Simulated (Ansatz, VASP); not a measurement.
# Two plane-wave programs on GaAs

File INCAR:

```
SYSTEM = GaAs
PREC     = Accurate       ! precision mode
ENCUT    = 600            ! plane-wave cutoff, eV
EDIFF    = 1E-6           ! SCF threshold, eV
ISMEAR   = 0              ! smearing method
SIGMA    = 0.02           ! smearing width, eV
LREAL    = .FALSE.        ! projectors in reciprocal space
LASPH    = .TRUE.         ! aspherical terms in the spheres
NELM     = 100            ! most SCF steps
ALGO     = Normal         ! electronic algorithm
ISIF     = 3              ! what is computed and relaxed
LWAVE    = .FALSE.        ! write WAVECAR
LCHARG   = .FALSE.        ! write CHGCAR
GGA      = PS             ! functional
IBRION   = 2              ! ionic algorithm
NSW      = 100            ! ionic steps
EDIFFG   = -0.005         ! ionic threshold
```

Contents of KPOINTS:

```
regular mesh
0
G
  12 12 12
  0 0 0
```

File POSCAR:

```
GaAs
1.0
    0.0000000000      2.8268500000      2.8268500000
    2.8268500000      0.0000000000      2.8268500000
    2.8268500000      2.8268500000      0.0000000000
Ga As
1 1
Direct
    0.0000000000      0.0000000000      0.0000000000
    0.2500000000      0.2500000000      0.2500000000
```

Input for Ansatz:

```yaml
crystal:
  lattice:
    - [0.0, 2.82685, 2.82685]
    - [2.82685, 0.0, 2.82685]
    - [2.82685, 2.82685, 0.0]
  atoms:
    - { symbol: Ga, position: [0.0, 0.0, 0.0] }
    - { symbol: As, position: [0.25, 0.25, 0.25] }
basis:
  ecutwfc: 420
kpoints:
  mp_grid: { grid: [12, 12, 12] }
hamiltonian:
  xc: pbesol
scf:
  occupations: { method: gaussian, width: 0.02 }
output:
  forces: true
  stress: true
  eigenvalues: true
  write_density: true
  write_potential: true
  elf: true
  volumetric_format: npy
relax:
  adjacent_minimum: "off"
  f_tol: 0.005
  max_steps: 80
  cell: { stress_tol: 0.05 }
```

Alike in both runs: task relaxation of cell and atoms; functional PBEsol; k mesh 12 × 12 × 12; occupations gaussian, width 0.02 eV; no spin polarisation.

```csv
,VASP,Ansatz
version,VASP 6.6.1,Ansatz 0.2.0
potentials or method,"VASP PAW PBE potentials, release 64 (Ga_d, As), cutoff 600 eV","scalar-relativistic, plane waves, PAW"
valence electrons in the cell,18,28
```

|  | VASP | Ansatz | Ansatz less VASP |
| --- | --- | --- | --- |
| gap on the k mesh at the Fermi level, each at its own relaxed structure (eV) | 0.42 | 0.42 | +0.005 |
| relaxed volume (Å³/atom) | 22.70 | 22.64 | -0.057 |
| relaxed cell length with the largest relative difference (Å) | 4.004 | 4.001 | -0.0034 |

VASP's potentials were made for PBE, not for PBEsol. VASP's potentials hold 18 valence electrons a cell and Ansatz's 28, so a difference there can come from the potentials and not from the codes.
